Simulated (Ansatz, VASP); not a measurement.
# Two plane-wave programs on Si3Mo

Contents of INCAR:

```
PREC     = Accurate       # precision mode
ENCUT    = 600            # plane-wave cutoff, eV
EDIFF    = 1E-7           # SCF threshold, eV
ISMEAR   = 0              # smearing method
SIGMA    = 0.1            # smearing width, eV
LREAL    = F              # projectors in reciprocal space
LASPH    = T              # aspherical terms in the spheres
NELM     = 80             # most SCF steps
ALGO     = Normal         # electronic algorithm
ISIF     = 3              # what is computed and relaxed
LWAVE    = F              # write WAVECAR
LCHARG   = F              # write CHGCAR
GGA      = PE             # functional
IBRION   = 2              # ionic algorithm
NSW      = 90             # ionic steps
EDIFFG   = -0.04          # ionic threshold
```

File KPOINTS:

```
regular mesh
0
Gamma
  6 6 6
```

File POSCAR:

```
Si3Mo
1.0
   -1.8829373911      1.8829373911      4.2060419646
    1.8829373911     -1.8829373911      4.2060419646
    1.8829373911      1.8829373911     -4.2060419646
Si Mo
3 1
Direct
    0.5000000000      0.5000000000      0.0000000000
    0.2500000000      0.7500000000      0.5000000000
    0.7500000000      0.2500000000      0.5000000000
    0.0000000000      0.0000000000      0.0000000000
```

Input for Ansatz:

```yaml
crystal:
  lattice:
    - [-1.8829373911, 1.8829373911, 4.2060419646]
    - [1.8829373911, -1.8829373911, 4.2060419646]
    - [1.8829373911, 1.8829373911, -4.2060419646]
  atoms:
    - { symbol: Si, position: [0.5, 0.5, 0.0] }
    - { symbol: Si, position: [0.25, 0.75, 0.5] }
    - { symbol: Si, position: [0.75, 0.25, 0.5] }
    - { symbol: Mo, position: [0.0, 0.0, 0.0] }
basis:
  ecutwfc: 420
kpoints:
  mp_grid: { grid: [6, 6, 6] }
hamiltonian:
  xc: pbe
scf:
  occupations: { method: gaussian, width: 0.1 }
  lower_state_search: "off"
output:
  forces: true
  stress: true
  eigenvalues: true
relax:
  adjacent_minimum: "off"
  f_tol: 0.04
  max_steps: 70
  cell: { stress_tol: 0.4 }
```

Alike in both runs: task relaxation of cell and atoms; functional PBE; k mesh 6 × 6 × 6; occupations gaussian, width 0.1 eV; no spin polarisation.

|  | VASP | Ansatz |
| --- | --- | --- |
| version | VASP 6.6.1 | Ansatz 0.2.0 |
| potentials or method | VASP PAW PBE potentials, release 64 (Si, Mo_sv), cutoff 600 eV | scalar-relativistic, plane waves, PAW |
| valence electrons in the cell | 26 | 26 |

VASP gave:

```
gap on the k mesh at the Fermi level, each at its own relaxed structure (eV) : none
relaxed volume (Å³/atom)                                                     : 13.85
relaxed cell length with the largest relative difference (Å)                 : 4.715
```

Estimate Ansatz's values.

gap on the k mesh at the Fermi level, each at its own relaxed structure (eV): none; relaxed volume (Å³/atom): 13.84; relaxed cell length with the largest relative difference (Å): 4.717.

A gap of «none» marks a metal or a gap that the smearing closes.

The k mesh is coarse, so the values compare programs but aren't converged.
